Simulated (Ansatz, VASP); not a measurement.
**HgTe in VASP and in Ansatz**

File INCAR:

```
SYSTEM = HgTe
PREC     = Accurate       ! precision mode
ENCUT    = 500            ! plane-wave cutoff, eV
EDIFF    = 1E-6           ! SCF threshold, eV
ISMEAR   = -5             ! smearing method
SIGMA    = 0.1            ! smearing width, eV
LREAL    = .False.        ! projectors in reciprocal space
LASPH    = .True.         ! aspherical terms in the spheres
NELM     = 120            ! most SCF steps
ALGO     = Normal         ! electronic algorithm
ISIF     = 2              ! what is computed and relaxed
LWAVE    = .False.        ! write WAVECAR
LCHARG   = .True.         ! write CHGCAR
GGA      = PE             ! functional
LELF     = .True.         ! ELF
LVHAR    = .True.       
NBANDS   = 16             ! bands
GGA_COMPAT= .False.
```

File KPOINTS:

```
Automatic mesh
0
Gamma
  4 4 4
  0 0 0
```

POSCAR

```
HgTe
1.0
    0.0000000000      3.0771170000      3.0771170000
    3.0771170000      0.0000000000      3.0771170000
    3.0771170000      3.0771170000      0.0000000000
Hg Te
1 1
Direct
    0.0000000000      0.0000000000      0.0000000000
    0.5000000000      0.5000000000      0.5000000000
```

Input for Ansatz:

```yaml
crystal:
  lattice:
    - [0.0, 3.077117, 3.077117]
    - [3.077117, 0.0, 3.077117]
    - [3.077117, 3.077117, 0.0]
  atoms:
    - { symbol: Hg, position: [0.0, 0.0, 0.0] }
    - { symbol: Te, position: [0.5, 0.5, 0.5] }
basis: {}
kpoints:
  mp_grid: { grid: [4, 4, 4] }
  band_path: { path: [[0, 0, 0], [0.5, 0, 0], [0.5, 0.5, 0.5]], npoints: 8 }
hamiltonian:
  xc: pbe
  pseudopotentials: { kind: paw, source: ansatz }
scf:
  occupations: { method: tetrahedron }
output:
  forces: true
  stress: true
  eigenvalues: true
```

Alike in both runs: task single point; functional PBE; k mesh 4 × 4 × 4; occupations tetrahedron; no spin polarisation.

|  | VASP | Ansatz |
| --- | --- | --- |
| version | VASP 6.6.1 | Ansatz 0.2.0 |
| potentials or method | VASP PAW PBE potentials, release 64 (Hg, Te) | scalar-relativistic, plane waves |
| plane-wave cutoff (eV) | 500 | 690 |
| valence electrons in the cell | 18 | 36 |

|  | VASP | Ansatz | Ansatz less VASP |
| --- | --- | --- | --- |
| gap on the k mesh at the Fermi level (eV) | none | none | - |
| pressure (GPa) | 0.5 | 0.5 | -0.08 |

A gap of «none» marks a metal or a gap that the smearing closes. With one functional, cell and mesh, what is left measures potentials, basis and numerics. VASP's potentials hold 18 valence electrons a cell and Ansatz's 36, so a difference there can come from the potentials and not from the codes. Ansatz's warnings: band table not solved further, tetrahedron derivatives may miss energy slope.

The k mesh is coarse, so the values compare programs but aren't converged. Spin-orbit coupling is off throughout.
